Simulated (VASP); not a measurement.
Pd:

```
Pd
1.0
     0.00000    1.94650    1.94650
     1.94650    0.00000    1.94650
     1.94650    1.94650    0.00000
Pd
1
Direct
  0.00000 0.00000 0.00000
```

| Property | Result |
| --- | --- |
| Program | VASP 6.6.1 |
| Task | relaxation of cell and atoms |
| Functional | PBEsol |
| Dispersion | D4 |
| Potentials or basis | VASP PAW PBE potentials, release 64 (Pd) |
| Cutoff | 600 eV |
| k mesh | 12 × 12 × 12 |
| Occupations | fermi-dirac, width 0.05 eV |
| Spin | no spin polarisation |

At the start: pressure -6.1 GPa; volume 14.75 Å³/atom.

Problem. Where does the relaxation end?

Solution. Over 3 steps the energy falls by 8.9 meV/atom and the volume is 14.31 Å³/atom (-3.0 %); space group Fm-3m (No. 225, to 0.1 Å) before and after.

The path:
```
step  energy change (eV)  largest force (eV/Å)  pressure (GPa)  volume (Å³)
   1              0.0000                0.0000           -6.14        14.75
   2              0.0191                0.0000           13.08        13.58
   3             -0.0089                0.0000           -0.09        14.31
```

Final structure:
```
Pd
1.0
     0.00000    1.92685    1.92685
     1.92685    0.00000    1.92685
     1.92685    1.92685    0.00000
Pd
1
Direct
  0.00000 0.00000 0.00000
```

Caveat: the PAW data sets were made with another functional, which shifts forces and pressure a little.
